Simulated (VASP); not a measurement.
# LiH (R3m) in VASP: further runs, part 2 of 2

VASP 6.6.1. The steps go on from the part before.

## (3) Single point, LDA (all H atoms moved +0.050 Å, as atom 2 along Cartesian [1 1 1])

Contents of INCAR:

```
SYSTEM = LiH
ALGO = Normal ; EDIFF = 1E-6
ENCUT = 520 ; GGA = CA
ISIF = 2 ; ISMEAR = 0
LASPH = .True. ; LCHARG = .False.
LREAL = .False. ; LWAVE = .False.
NBANDS = 9 ; NELM = 100
PREC = Accurate ; SIGMA = 0.05
```

Contents of KPOINTS:

```
k-points
0
Gamma
  10 10 10
  0 0 0
```

Contents of POSCAR:

```
LiH
1.0
    0.0000000000      2.0325000000      2.0325000000
    2.0325000000      0.0000000000      2.0325000000
    2.0325000000      2.0325000000      0.0000000000
Li H
1 1
Direct
    0.0000000000      0.0000000000      0.0000000000
    0.5071014793      0.5071014793      0.5071014793
```

Potentials or basis: VASP PAW LDA potentials, release 64 (Li_sv, H).

Launch:

```sh
> cat potpaw_LDA.64/Li_sv/POTCAR potpaw_LDA.64/H/POTCAR > POTCAR
> mpirun -np 1 vasp_std > vasp.out
```

OUTCAR:

```text
SYSTEM = LiH
   EDIFF = 1E-6
   ENCUT = 520
   GGA = CA
   ISIF = 2
   ISMEAR = 0
   LASPH = .True.
   LREAL = .False.
   NELM = 100
   PREC = Accurate

 ion  position               nearest neighbor table
   1  0.000  0.000  0.000-
   2  0.507  0.507  0.507-

  LATTYP: Found a face centered cubic cell.
 ALAT       =     4.0650000000

  Lattice vectors:

 A1 = (   0.0000000000,   2.0325000000,   2.0325000000)
 A2 = (   2.0325000000,   0.0000000000,   2.0325000000)
 A3 = (   2.0325000000,   2.0325000000,   0.0000000000)

Analysis of symmetry for initial positions (statically):
=====================================================================
 Subroutine PRICEL returns:
 Original cell was already a primitive cell.

 Routine SETGRP: Setting up the symmetry group for a
 face centered cubic supercell.

 Subroutine GETGRP returns: Found  6 space group operations
 (whereof  6 operations were pure point group operations)
 out of a pool of 48 trial point group operations.

The static configuration has the point symmetry C_3v.

Analysis of symmetry for dynamics (positions and initial velocities):
=====================================================================
 Subroutine PRICEL returns:
 Original cell was already a primitive cell.

 Routine SETGRP: Setting up the symmetry group for a
 face centered cubic supercell.

 Subroutine GETGRP returns: Found  6 space group operations
 (whereof  6 operations were pure point group operations)
 out of a pool of 48 trial point group operations.

The dynamic configuration has the point symmetry C_3v.

 Subroutine INISYM returns: Found  6 space group operations
 (whereof  6 operations are pure point group operations),
 and found     1 'primitive' translations

----------------------------------------------------------------------------------------

                                     Primitive cell

  volume of cell :      16.7927

[... 108 lines left out ...]
     AMIX_MAG =   1.60;   BMIX_MAG =  1.00
  volume/ion in A,a.u.               =       8.40        56.66
  Fermi-wavevector in a.u.,A,eV,Ry     =   1.014817  1.917726 14.012000  1.029853
  Thomas-Fermi vector in A             =   2.148066
   LORBIT       =      0    0 simple, 1 ext, 2 COOP (PROOUT), +10 PAW based schemes
   GGA     = CA    functional components
   LHFCALC =     F    Hartree Fock is set to
   AEXX    =    0.0000 exact exchange contribution
   IVDW    =     0    specifies the selected vdW correction
   LEPSILON=     F    determine dielectric tensor
   LRPA    =     F    only Hartree local field effects (RPA)
 non-spin polarized calculation
 Gauss-broadening in eV      SIGMA  =   0.05
  energy-cutoff  :      520.00
  volume of cell :       16.79
 maximum number of plane-waves:       465
 NGX is ok and might be reduce to    24
   NGX = 11   NGY = 11   NGZ = 11

 number of electron       3.9999998 magnetization

 Free energy of the ion-electron system (eV)
  ---------------------------------------------------
  ext. energy  EPLUGINS =         0.00000000
  ---------------------------------------------------
  free energy    TOTEN  =        -6.47084064 eV

  energy without entropy =       -6.47084064  energy(sigma->0) =       -6.47084064

 E-fermi :   0.2080     XC(G=0):  -8.6690

 val. band max:       -0.0002184366   @ k =   0.5000   0.5000   0.0000
 cond. band min:       2.6583387767   @ k =   0.5000   0.5000   0.0000
 fundamental gap:      2.6585572133
 Fermi energy:         0.2079662271

 k-point     1 :       0.0000    0.0000    0.0000
  band No.  band energies     occupation
      1     -43.4950      2.00000
      2      -5.3918      2.00000
      3      15.5186      0.00000
      4      16.9958      0.00000
      5      16.9958      0.00000
      6      17.0846      0.00000
      7      21.7396      0.00000
      8      21.7467      0.00000
      9      21.7467      0.00000
[... 265 lines left out ...]
 k-point    24 :       0.5000    0.4000    0.5000
  band No.  band energies     occupation
      1     -43.4488      2.00000
      2      -2.4839      2.00000
      3       4.6793      0.00000
      4      11.7287      0.00000
      5      14.2574      0.00000
      6      15.2195      0.00000
      7      20.2655      0.00000
      8      20.7080      0.00000
      9      25.8718      0.00000

 [... further k-points ...]
[... 5 lines left out ...]
  --------------------------------------------------------------------------------------
  -------------------------------------------------------------------------------------
  Total       -0.4256252     -0.4256252     -0.4256252     -0.0005256     -0.0005256     -0.0005256
  in kB      -40.6084337    -40.6084337    -40.6084337     -0.0501460     -0.0501460     -0.0501460
  external PRESSURE =     -40.6084337 kB  Pullay stress =       0.0000000 kB

 VOLUME and BASIS-vectors are now :
 -----------------------------------------------------------------------------
  energy-cutoff  :      520.00
  volume of cell :       16.79
      direct lattice vectors                 reciprocal lattice vectors
     0.000000000  2.032500000  2.032500000    -0.246002460  0.246002460  0.246002460
     2.032500000  0.000000000  2.032500000     0.246002460 -0.246002460  0.246002460
     2.032500000  2.032500000  0.000000000     0.246002460  0.246002460 -0.246002460

 POSITION                                       TOTAL-FORCE (eV/Angst)
 -----------------------------------------------------------------------------------
      0.00000      0.00000      0.00000         0.026540      0.026540      0.026540
      2.06137      2.06137      2.06137        -0.026540     -0.026540     -0.026540
 -----------------------------------------------------------------------------------
    total drift:                                0.000022      0.000022      0.000022

  FREE ENERGIE OF THE ION-ELECTRON SYSTEM (eV)
  ---------------------------------------------------
  free  energy   TOTEN  =        -6.4708406434 eV

  energy  without entropy=       -6.4708406434  energy(sigma->0) =       -6.47084064
```

stdout:

```text
POSCAR found type information on POSCAR LiH
 POSCAR found :  2 types and       2 ions
 scaLAPACK will be used
 LDA part: xc-table for (Slater(with rela. corr.)+CA(PZ))
 , standard interpolation
 POSCAR, INCAR and KPOINTS ok, starting setup
 FFT: planning ... GRIDC
 FFT: planning ... GRID_SOFT
 FFT: planning ... GRID
 WAVECAR not read
 entering main loop
```

Wall time 8 s (1 thread of Intel Xeon Platinum 8259CL at 2.50GHz (Skylake/Cascade Lake), shared host); peak memory 0.13 GiB.

What came out:

| Property | Result |
| --- | --- |
| Free energy | -6.4708 eV |
| Largest force | 0.046 eV/Å |
| Band gap on the k mesh | 2.66 eV |

Forces on the atoms (eV/Å):
```
Li   0.027  0.027  0.027
H   -0.027 -0.027 -0.027
```

Levels at points of the mesh, in eV from the valence-band top:
```csv
k point,band 1,band 2,band 3,band 4,band 5
"(0.00, 0.00, 0.00)",-43.49,-5.39,15.52,17.00,17.00
"(0.50, 0.00, 0.00)",-43.45,-2.63,4.55,13.17,15.61
"(0.50, 0.50, 0.50)",-43.45,-2.63,4.53,13.19,15.61
"(0.50, 0.50, 0.00)",-43.44,0.00,2.66,10.20,10.20
```

Caveat: the cell differs from its parent crystal (all H atoms moved +0.050 Å, as atom 2 along Cartesian [1 1 1]); the cutoff is under 1.25 times the usual one of these potentials, so pressure, stress and relaxed cells hold a basis-set (Pulay) error.

## (4) Single point, LDA (all H atoms moved +0.125 Å, as atom 2 along Cartesian [1 1 1])

Contents of INCAR:

```
PREC = Accurate
ENCUT = 520
EDIFF = 1E-7
ISMEAR = 0
SIGMA = 0.05
LREAL = F
LASPH = T
NELM = 100
ALGO = Normal
ISIF = 2
LWAVE = F
LCHARG = T
LELF = T
LVHAR = T
NBANDS = 9
```

Contents of KPOINTS:

```
regular mesh
0
Gamma
  10 10 10
```

POSCAR, as its differences from that of step 3:

```diff
@@ -9,2 +9,2 @@
     0.0000000000      0.0000000000      0.0000000000
-    0.5071014793      0.5071014793      0.5071014793
+    0.5177536983      0.5177536983      0.5177536983
```

Potentials or basis: VASP PAW LDA potentials, release 64 (Li_sv, H).

Launch:

```sh
> cat potpaw_LDA.64/Li_sv/POTCAR potpaw_LDA.64/H/POTCAR > POTCAR
> mpirun -np 1 vasp_std > vasp.out
```

OUTCAR:

```text
PREC = Accurate
   ENCUT = 520
   EDIFF = 1E-7
   ISMEAR = 0
   LREAL = F
   LASPH = T
   NELM = 100
   ISIF = 2

 ion  position               nearest neighbor table
   1  0.000  0.000  0.000-
   2  0.518  0.518  0.518-

  LATTYP: Found a face centered cubic cell.
 ALAT       =     4.0650000000

  Lattice vectors:

 A1 = (   0.0000000000,   2.0325000000,   2.0325000000)
 A2 = (   2.0325000000,   0.0000000000,   2.0325000000)
 A3 = (   2.0325000000,   2.0325000000,   0.0000000000)

Analysis of symmetry for initial positions (statically):
=====================================================================
 Subroutine PRICEL returns:
 Original cell was already a primitive cell.

 Routine SETGRP: Setting up the symmetry group for a
 face centered cubic supercell.

 Subroutine GETGRP returns: Found  6 space group operations
 (whereof  6 operations were pure point group operations)
 out of a pool of 48 trial point group operations.

The static configuration has the point symmetry C_3v.

Analysis of symmetry for dynamics (positions and initial velocities):
=====================================================================
 Subroutine PRICEL returns:
 Original cell was already a primitive cell.

 Routine SETGRP: Setting up the symmetry group for a
 face centered cubic supercell.

 Subroutine GETGRP returns: Found  6 space group operations
 (whereof  6 operations were pure point group operations)
 out of a pool of 48 trial point group operations.

The dynamic configuration has the point symmetry C_3v.

 Subroutine INISYM returns: Found  6 space group operations
 (whereof  6 operations are pure point group operations),
 and found     1 'primitive' translations

----------------------------------------------------------------------------------------

                                     Primitive cell
[... 108 lines left out ...]
   IALGO  =     38    algorithm
   IMIX   =      4    mixing-type and parameters
     AMIX     =   0.40;   BMIX     =  1.00
     AMIX_MAG =   1.60;   BMIX_MAG =  1.00
  volume/ion in A,a.u.               =       8.40        56.66
  Fermi-wavevector in a.u.,A,eV,Ry     =   1.014817  1.917726 14.012000  1.029853
  Thomas-Fermi vector in A             =   2.148066
   LORBIT       =      0    0 simple, 1 ext, 2 COOP (PROOUT), +10 PAW based schemes
   GGA     = CA    functional components
   LHFCALC =     F    Hartree Fock is set to
   AEXX    =    0.0000 exact exchange contribution
   IVDW    =     0    specifies the selected vdW correction
   LEPSILON=     F    determine dielectric tensor
   LRPA    =     F    only Hartree local field effects (RPA)
 non-spin polarized calculation
 Gauss-broadening in eV      SIGMA  =   0.05
  energy-cutoff  :      520.00
  volume of cell :       16.79
 maximum number of plane-waves:       465
 NGX is ok and might be reduce to    24
   NGX = 11   NGY = 11   NGZ = 11

 number of electron       3.9999998 magnetization

 Free energy of the ion-electron system (eV)
  ---------------------------------------------------
  ext. energy  EPLUGINS =         0.00000000
  ---------------------------------------------------
  free energy    TOTEN  =        -6.46481078 eV

  energy without entropy =       -6.46481078  energy(sigma->0) =       -6.46481078

 E-fermi :   0.2272     XC(G=0):  -8.6661

 val. band max:       -0.0364422601   @ k =   0.5000   0.5000   0.0000
 cond. band min:       2.7032032680   @ k =   0.5000   0.5000   0.0000
 fundamental gap:      2.7396455281
 Fermi energy:         0.2271810081

 k-point     1 :       0.0000    0.0000    0.0000
  band No.  band energies     occupation
      1     -43.4905      2.00000
      2      -5.3890      2.00000
      3      15.2333      0.00000
      4      16.9899      0.00000
      5      16.9899      0.00000
      6      17.4503      0.00000
      7      21.6881      0.00000
      8      21.7308      0.00000
      9      21.7308      0.00000
[... 265 lines left out ...]
 k-point    24 :       0.5000    0.4000    0.5000
  band No.  band energies     occupation
      1     -43.4443      2.00000
      2      -2.4627      2.00000
      3       4.6075      0.00000
      4      11.7841      0.00000
      5      14.2511      0.00000
      6      15.2206      0.00000
      7      20.2677      0.00000
      8      20.7256      0.00000
      9      25.8759      0.00000

 [... further k-points ...]
[... 5 lines left out ...]
  --------------------------------------------------------------------------------------
  -------------------------------------------------------------------------------------
  Total       -0.4080967     -0.4080967     -0.4080967     -0.0035019     -0.0035019     -0.0035019
  in kB      -38.9360596    -38.9360596    -38.9360596     -0.3341149     -0.3341149     -0.3341149
  external PRESSURE =     -38.9360596 kB  Pullay stress =       0.0000000 kB

 VOLUME and BASIS-vectors are now :
 -----------------------------------------------------------------------------
  energy-cutoff  :      520.00
  volume of cell :       16.79
      direct lattice vectors                 reciprocal lattice vectors
     0.000000000  2.032500000  2.032500000    -0.246002460  0.246002460  0.246002460
     2.032500000  0.000000000  2.032500000     0.246002460 -0.246002460  0.246002460
     2.032500000  2.032500000  0.000000000     0.246002460  0.246002460 -0.246002460

 POSITION                                       TOTAL-FORCE (eV/Angst)
 -----------------------------------------------------------------------------------
      0.00000      0.00000      0.00000         0.066279      0.066279      0.066279
      2.10467      2.10467      2.10467        -0.066279     -0.066279     -0.066279
 -----------------------------------------------------------------------------------
    total drift:                                0.000013      0.000013      0.000013

  FREE ENERGIE OF THE ION-ELECTRON SYSTEM (eV)
  ---------------------------------------------------
  free  energy   TOTEN  =        -6.4648107842 eV

  energy  without entropy=       -6.4648107842  energy(sigma->0) =       -6.46481078
```

OSZICAR:

```text
N       E                     dE             d eps       ncg     rms          rms(c)
DAV:   1    -0.209503618449E+01   -0.20950E+01   -0.13544E+03  2136   0.388E+02
DAV:   2    -0.664855402108E+01   -0.45535E+01   -0.45347E+01  2925   0.548E+01
DAV:   3    -0.671872346091E+01   -0.70169E-01   -0.70151E-01  2561   0.546E+00
DAV:   4    -0.671901688476E+01   -0.29342E-03   -0.29337E-03  2919   0.339E-01
DAV:   5    -0.671901829939E+01   -0.14146E-05   -0.14146E-05  2568   0.171E-02    0.279E+00
DAV:   6    -0.652699939269E+01    0.19202E+00   -0.17497E-01  2325   0.118E+00    0.136E+00
DAV:   7    -0.646405440659E+01    0.62945E-01   -0.19976E-01  2501   0.140E+00    0.199E-01
DAV:   8    -0.646486675112E+01   -0.81234E-03   -0.40473E-03  2345   0.438E-01    0.438E-02
DAV:   9    -0.646481071651E+01    0.56035E-04   -0.19108E-04  2738   0.501E-02    0.635E-03
DAV:  10    -0.646481071590E+01    0.60669E-09   -0.52569E-06  2452   0.171E-02    0.364E-03
DAV:  11    -0.646481078416E+01   -0.68256E-07   -0.11409E-07  2556   0.174E-03
   1 F= -.64648108E+01 E0= -.64648108E+01  d E =-.715503E-16
```

It took 8.8 s on 1 thread of Intel Xeon Platinum 8259CL at 2.50GHz (Skylake/Cascade Lake), shared host; peak memory 0.13 GiB.

Results:

* Free energy: -6.4648 eV
* Largest force: 0.115 eV/Å
* Band gap on the k mesh: 2.74 eV

Forces on the atoms (eV/Å):
```
Li   0.066  0.066  0.066
H   -0.066 -0.066 -0.066
```

Caveat: the cell differs from its parent crystal (all H atoms moved +0.125 Å, as atom 2 along Cartesian [1 1 1]); the cutoff is under 1.25 times the usual one of these potentials, so pressure, stress and relaxed cells hold a basis-set (Pulay) error. A k mesh can miss the band edges.

## (5) Single point, LDA (all H atoms moved +0.075 Å, as atom 2 along Cartesian [1 1 1])

Contents of INCAR:

```
SYSTEM = LiH
  PREC = Accurate
  ENCUT = 520
  EDIFF = 1E-6
  ISMEAR = 0
  SIGMA = 0.05
  LREAL = .False.
  LASPH = .True.
  NELM = 100
  ALGO = Normal
  ISIF = 2
  LWAVE = .False.
  LCHARG = .True.
  LELF = .True.
  LVHAR = .True.
  NBANDS = 9
```

Contents of KPOINTS:

```
regular mesh
0
Gamma
  10 10 10
  0 0 0
```

POSCAR, as its differences from that of step 4:

```diff
@@ -9,2 +9,2 @@
     0.0000000000      0.0000000000      0.0000000000
-    0.5177536983      0.5177536983      0.5177536983
+    0.5106522190      0.5106522190      0.5106522190
```

Launch:

```sh
> cat potpaw_LDA.64/Li_sv/POTCAR potpaw_LDA.64/H/POTCAR > POTCAR
> mpirun -np 1 vasp_std > vasp.out
```

It took 9.1 s on 1 thread of Intel Xeon Platinum 8259CL at 2.50GHz (Skylake/Cascade Lake), shared host; peak memory 0.12 GiB.

It converged, with:

| Property | Result |
| --- | --- |
| Free energy | -6.4694 eV |
| Largest force | 0.069 eV/Å |
| Band gap on the k mesh | 2.68 eV |

Forces on the atoms (eV/Å):
```
Li   0.040  0.040  0.040
H   -0.040 -0.040 -0.040
```

Levels at points of the mesh, in eV from the valence-band top:
| k point | band 1 | band 2 | band 3 | band 4 | band 5 |
| --- | --- | --- | --- | --- | --- |
| (0.00, 0.00, 0.00) | -43.49 | -5.38 | 15.45 | 17.00 | 17.00 |
| (0.50, 0.00, 0.00) | -43.44 | -2.63 | 4.55 | 13.19 | 15.60 |
| (0.50, 0.50, 0.50) | -43.44 | -2.61 | 4.52 | 13.21 | 15.62 |
| (0.50, 0.50, 0.00) | -43.43 | 0.00 | 2.68 | 10.21 | 10.21 |

Caveat: the cell differs from its parent crystal (all H atoms moved +0.075 Å, as atom 2 along Cartesian [1 1 1]); the cutoff is under 1.25 times the usual one of these potentials, so pressure, stress and relaxed cells hold a basis-set (Pulay) error.

## (6) Single point, LDA

Contents of INCAR:

```
SYSTEM = LiH
PREC = Accurate ; ENCUT = 520
EDIFF = 1E-7 ; ISMEAR = 0
SIGMA = 0.05 ; LREAL = .FALSE.
LASPH = .TRUE. ; NELM = 60
ALGO = Normal ; ISIF = 2
LWAVE = .FALSE. ; LCHARG = .FALSE.
GGA = CA ; NBANDS = 9
```

Contents of KPOINTS:

```
Automatic mesh
0
G
  10 10 10
  0 0 0
```

POSCAR, as its differences from that of step 5:

```diff
@@ -9,2 +9,2 @@
     0.0000000000      0.0000000000      0.0000000000
-    0.5106522190      0.5106522190      0.5106522190
+    0.5035507397      0.5035507397      0.5035507397
```

Potentials or basis: VASP PAW LDA potentials, release 64 (Li_sv, H).

Launch:

```sh
> cat potpaw_LDA.64/Li_sv/POTCAR potpaw_LDA.64/H/POTCAR > POTCAR
> mpirun -np 1 vasp_std > vasp.out
```

Wall time 9 s (1 thread of Intel Xeon Platinum 8259CL at 2.50GHz (Skylake/Cascade Lake), shared host); peak memory 0.13 GiB.

It converged, with:

```yaml
Free_energy: -6.4717 eV
Largest_force: 0.023 eV/Å
Band_gap_on_the_k_mesh: 2.65 eV
```

Forces on the atoms (eV/Å):
```
Li   0.013  0.013  0.013
H   -0.013 -0.013 -0.013
```

Levels at points of the mesh, in eV from the valence-band top:
| k point | band 1 | band 2 | band 3 | band 4 | band 5 | band 6 | band 7 |
| --- | --- | --- | --- | --- | --- | --- | --- |
| (0.00, 0.00, 0.00) | -43.50 | -5.40 | 15.57 | 16.99 | 16.99 | 17.01 | 21.74 |
| (0.50, 0.00, 0.00) | -43.46 | -2.64 | 4.54 | 13.17 | 15.61 | 15.61 | 18.39 |
| (0.50, 0.50, 0.50) | -43.46 | -2.64 | 4.54 | 13.17 | 15.61 | 15.61 | 18.39 |
| (0.50, 0.50, 0.00) | -43.44 | 0.00 | 2.65 | 10.20 | 10.20 | 13.41 | 16.41 |

Caveat: the cutoff is under 1.25 times the usual one of these potentials, so pressure, stress and relaxed cells hold a basis-set (Pulay) error. A k mesh can miss the band edges.

## (7) Overview

| cell | gap on the mesh (eV) | largest force (eV/Å) |
| --- | --- | --- |
| as given, atomic positions A | 2.71 | 0.09 |
| as given, atomic positions B | 2.66 | 0.05 |
| as given, atomic positions C | 2.74 | 0.11 |
| as given, atomic positions D | 2.68 | 0.07 |
| as given, atomic positions E | 2.65 | 0.02 |

Alike in all rows: task single point; level LDA; potentials or basis VASP PAW LDA potentials, release 64 (Li_sv, H); no spin polarisation; k mesh 10 × 10 × 10; cutoff (eV) 520; smearing gaussian 0.05 eV.

Caveats: the cutoff is under 1.25 times the usual one of these potentials, so pressure, stress and relaxed cells hold a basis-set (Pulay) error.

Total energies depend on the potentials used, so only differences within one code and one set of settings carry meaning.
